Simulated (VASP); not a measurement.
# Fe (P6_3/mmc) in VASP: notebook

Fe is run at these levels: revPBE; tasks: single point.

All numbers are computed with VASP 6.6.1; they aren't measurements. Logs are shortened: lines on timing, memory, paths and dates and some standing lists are left out, and cuts for length are marked.

## 1. The cell of the first run

The structure is hexagonal, space group P6_3/mmc (No. 194). Conventional cell: a = 2.533 Å, b = 2.533 Å, c = 8.331 Å, α = 90.00°, β = 90.00°, γ = 120.00°. Fe (site symmetry -3m) has 12 Fe at 2.53 to 2.54 Å within 3.3 Å. Within 3.3 Å of Fe (site symmetry -6m2) lie 12 Fe at 2.53 to 2.54 Å.

This isn't the form of Fe at room conditions, which is bcc.

## 2. Single point, revPBE, collinear spin, ferrimagnetic start (11.57 Å³/atom)

Input file INCAR:

```
SYSTEM = Fe
PREC = Accurate
ENCUT = 520
EDIFF = 1E-6
ISMEAR = -1
SIGMA = 0.05
LREAL = .False.
LASPH = .True.
NELM = 150
ALGO = Normal
ISIF = 2
LWAVE = .False.
LCHARG = .False.
ISPIN = 2
MAGMOM = 0.796 0.796 -1.435 -1.435
LORBIT = 11
LMAXMIX = 4
GGA = RE
NBANDS = 28
```

Input file KPOINTS:

```
Automatic mesh
0
Gamma
  16 16 5
  0 0 0
```

Input file POSCAR:

```
Fe
1.0
    2.5326058439      0.0000000000      0.0000000000
   -1.2663029220      2.1933009986      0.0000000000
    0.0000000000      0.0000000000      8.3306638013
Fe
4
Direct
    0.0000000000      1.0000000000      1.0000000000
    0.0000000000      1.0000000000      0.5000000000
    0.3333333333      0.6666666667      0.2500000000
    0.6666666667      0.3333333333      0.7500000000
```

Potentials or basis: VASP PAW PBE potentials, release 64 (Fe).

Started as:

```sh
$ cat potpaw_PBE.64/Fe/POTCAR > POTCAR
$ mpirun -np 1 vasp_std > vasp.out
```

OUTCAR:

```text
SYSTEM = Fe
   PREC = Accurate
   ENCUT = 520
   EDIFF = 1E-6
   ISMEAR = -1
   LREAL = .False.
   LASPH = .True.
   NELM = 150
   ISIF = 2
   ISPIN = 2
   LORBIT = 11
   GGA = RE

 ion  position               nearest neighbor table
   1  0.000  0.000  0.000-   3 2.54   4 2.54   4 2.54   3 2.54   4 2.54   3 2.54
   2  0.000  0.000  0.500-   3 2.54   4 2.54   4 2.54   3 2.54   4 2.54   3 2.54
   3  0.333  0.667  0.250-   1 2.54   2 2.54   1 2.54   2 2.54   1 2.54   2 2.54
   4  0.667  0.333  0.750-   1 2.54   2 2.54   1 2.54   2 2.54   1 2.54   2 2.54

  LATTYP: Found a hexagonal cell.
 ALAT       =     2.5326058439
 C/A-ratio  =     3.2893645181

  Lattice vectors:

 A1 = (   2.5326058439,   0.0000000000,   0.0000000000)
 A2 = (  -1.2663029220,   2.1933009986,   0.0000000000)
 A3 = (   0.0000000000,   0.0000000000,   8.3306638013)

Analysis of symmetry for initial positions (statically):
=====================================================================
 Subroutine PRICEL returns:
 Original cell was already a primitive cell.

 Routine SETGRP: Setting up the symmetry group for a
 hexagonal supercell.

 Subroutine GETGRP returns: Found 24 space group operations
 (whereof 12 operations were pure point group operations)
 out of a pool of 24 trial point group operations.

The static configuration has the point symmetry D_3d.
 The point group associated with its full space group is D_6h.

Analysis of symmetry for dynamics (positions and initial velocities):
=====================================================================
 Subroutine PRICEL returns:
 Original cell was already a primitive cell.

 Routine SETGRP: Setting up the symmetry group for a
 hexagonal supercell.

 Subroutine GETGRP returns: Found 24 space group operations
 (whereof 12 operations were pure point group operations)
 out of a pool of 24 trial point group operations.

The dynamic configuration has the point symmetry D_3d.
 The point group associated with its full space group is D_6h.

Analysis of structural, dynamic, and magnetic symmetry:
=====================================================================
 Subroutine PRICEL returns:
 Original cell was already a primitive cell.

 Routine SETGRP: Setting up the symmetry group for a
 hexagonal supercell.

 Subroutine GETGRP returns: Found 24 space group operations
 (whereof 12 operations were pure point group operations)
 out of a pool of 24 trial point group operations.

The overall configuration has the point symmetry D_3d.
 The point group associated with its full space group is D_6h.

[... 128 lines left out ...]
   LHFCALC =     F    Hartree Fock is set to
   AEXX    =    0.0000 exact exchange contribution
   IVDW    =     0    specifies the selected vdW correction
   LEPSILON=     F    determine dielectric tensor
   LRPA    =     F    only Hartree local field effects (RPA)
 spin polarized calculation
  energy-cutoff  :      520.00
  volume of cell :       46.27
 maximum number of plane-waves:      1279
 NGX is ok and might be reduce to    20
   NGX =  9   NGY =  9   NGZ = 31

 number of electron      32.0000002 magnetization      -0.9884791

 Free energy of the ion-electron system (eV)
  ---------------------------------------------------
  ext. energy  EPLUGINS =         0.00000000
  ---------------------------------------------------
  free energy    TOTEN  =       -30.63763709 eV

  energy without entropy =      -30.58249717  energy(sigma->0) =      -30.61006713

 E-fermi :   5.8977     XC(G=0): -12.9721

 val. band max:        5.8957799015   @ k =   0.3750   0.1875   0.0000
 cond. band min:       5.8986190131   @ k =   0.3125   0.3125   0.2000
 fundamental gap:      0.0028391116
 Fermi energy:         5.8976664291

 spin component 1

 k-point     1 :       0.0000    0.0000    0.0000
  band No.  band energies     occupation
      1      -2.5119      1.00000
      2      -0.4596      1.00000
      3      -0.2614      1.00000
      4       1.4406      1.00000
      5       3.3444      1.00000
      6       3.9026      1.00000
[... 733 lines left out ...]
     27      17.1436      0.00000
     28      17.6756      0.00000

 [... further k-points ...]

 spin component 2

 k-point     1 :       0.0000    0.0000    0.0000
  band No.  band energies     occupation
      1      -2.5400      1.00000
      2      -0.5361      1.00000
      3      -0.2592      1.00000
      4       1.2682      1.00000
      5       3.0628      1.00000
      6       3.6289      1.00000
[... 733 lines left out ...]
     27      16.9296      0.00000
     28      17.8938      0.00000

 [... further k-points ...]

------------------------ aborting loop because EDIFF is reached ----------------------------------------

  FORCE on cell =-STRESS in cart. coord.  units (eV):
  Direction    XX          YY          ZZ          XY          YZ          ZX
  --------------------------------------------------------------------------------------
  -------------------------------------------------------------------------------------
  Total       -2.5573779     -2.5573779     -1.1839989      0.0000000     -0.0000000      0.0000000
  in kB      -88.5441851    -88.5441851    -40.9936343      0.0000000     -0.0000000      0.0000000
  external PRESSURE =     -72.6940015 kB  Pullay stress =       0.0000000 kB

 VOLUME and BASIS-vectors are now :
 -----------------------------------------------------------------------------
  energy-cutoff  :      520.00
  volume of cell :       46.27
      direct lattice vectors                 reciprocal lattice vectors
     2.532605844  0.000000000  0.000000000     0.394850230  0.227966887  0.000000000
    -1.266302922  2.193300999  0.000000000     0.000000000  0.455933773  0.000000000
     0.000000000  0.000000000  8.330663801     0.000000000  0.000000000  0.120038454

 POSITION                                       TOTAL-FORCE (eV/Angst)
 -----------------------------------------------------------------------------------
      0.00000      0.00000      0.00000         0.000000      0.000000     -0.000000
      0.00000      0.00000      4.16533         0.000000      0.000000     -0.000000
     -0.00000      1.46220      2.08267        -0.000000     -0.000000     -0.000000
      1.26630      0.73110      6.24800         0.000000      0.000000      0.000000
 -----------------------------------------------------------------------------------
    total drift:                                0.000000     -0.000000      0.000000

  FREE ENERGIE OF THE ION-ELECTRON SYSTEM (eV)
  ---------------------------------------------------
  free  energy   TOTEN  =       -30.6376370924 eV

  energy  without entropy=      -30.5824971706  energy(sigma->0) =      -30.61006713

 total charge

# of ion       s       p       d       tot
------------------------------------------
    1        0.484   0.527   6.218   7.229
    2        0.484   0.527   6.218   7.229
    3        0.484   0.535   6.192   7.211
    4        0.484   0.535   6.192   7.211
--------------------------------------------------
tot          1.936   2.125  24.819  28.880

 magnetization (x)

# of ion       s       p       d       tot
------------------------------------------
    1        0.008   0.021   1.526   1.555
    2        0.008   0.021   1.526   1.555
    3       -0.004  -0.013  -2.027  -2.045
    4       -0.004  -0.013  -2.027  -2.045
--------------------------------------------------
tot          0.007   0.016  -1.003  -0.979
```

Run time: 2.8 min. Hardware: 1 thread of AMD EPYC 9R45 (Zen 5), shared host; peak memory 0.26 GiB.

What came out:

| Quantity | Value |
| --- | --- |
| Free energy | -30.6376 eV |
| Pressure | -7.3 GPa |
| Net moment | -0.99 μB per cell |
| Site moments | Fe +1.55, -2.04 (each value once) μB |
| Valence electrons inside the program's atomic spheres | Fe 7.23, 7.21 (each value once) |

Stress tensor (GPa, compression positive):
```
-8.85  0.00  0.00
 0.00 -8.85  0.00
 0.00  0.00 -4.10
```

Caveat: the cell stands under tension; the PAW data sets were made with another functional, which shifts forces and pressure a little.

## 3. Single point, revPBE, collinear spin, ferrimagnetic start

This run uses another cell than the first one, of 10.71 Å³/atom.

Input file INCAR:

```
SYSTEM = Fe
PREC = Accurate
ENCUT = 520
EDIFF = 1E-6
ISMEAR = -1
SIGMA = 0.05
LREAL = .False.
LASPH = .True.
NELM = 150
ALGO = Normal
ISIF = 2
LWAVE = .False.
LCHARG = .True.
ISPIN = 2
MAGMOM = 0.768 0.768 -1.438 -1.438
LORBIT = 11
LMAXMIX = 4
GGA = RE
LELF = .True.
LVHAR = .True.
NBANDS = 28
```

Input file KPOINTS:

```
regular mesh
0
Gamma
  19 19 5
  0 0 0
```

Input file POSCAR:

```
Fe
1.0
    2.4684614705      0.0000000000      0.0000000000
   -1.2342307353      2.1377503417      0.0000000000
    0.0000000000      0.0000000000      8.1196695754
Fe
4
Direct
    0.0000000000      1.0000000000      1.0000000000
    0.0000000000      1.0000000000      0.5000000000
    0.3333333333      0.6666666667      0.2500000000
    0.6666666667      0.3333333333      0.7500000000
```

Potentials or basis: VASP PAW PBE potentials, release 64 (Fe).

Started as:

```sh
$ cat potpaw_PBE.64/Fe/POTCAR > POTCAR
$ mpirun -np 1 vasp_std > vasp.out
```

Run time: 3 min. Hardware: 1 thread of AMD EPYC 9R45 (Zen 5), shared host; peak memory 0.28 GiB.

It converged, with:

| Quantity | Value |
| --- | --- |
| Free energy | -30.7220 eV |
| Pressure | 0.2 GPa |
| Net moment | -1.25 μB per cell |
| Site moments | Fe +0.86, -1.48 (each value once) μB |
| Valence electrons inside the program's atomic spheres | Fe 7.39, 7.38 (each value once) |

Stress tensor (GPa, compression positive):
```
-0.05  0.00  0.00
 0.00 -0.05  0.00
 0.00  0.00  0.70
```

Levels at points of the mesh, in eV from the Fermi level:
Spin up:
```
           k point  band 12  band 13  band 14  band 15  band 16  band 17  band 18  band 19
(0.00, 0.00, 0.00)    -1.24    -1.24    -0.75    -0.75    -0.67    -0.67    -0.07     0.07
```
Spin down:
| k point | band 13 | band 14 | band 15 | band 16 | band 17 | band 18 | band 19 | band 20 |
| --- | --- | --- | --- | --- | --- | --- | --- | --- |
| (0.00, 0.00, 0.00) | -1.69 | -1.00 | -1.00 | -0.94 | -0.94 | -0.48 | -0.48 | -0.09 |

Caveat: the PAW data sets were made with another functional, which shifts forces and pressure a little.
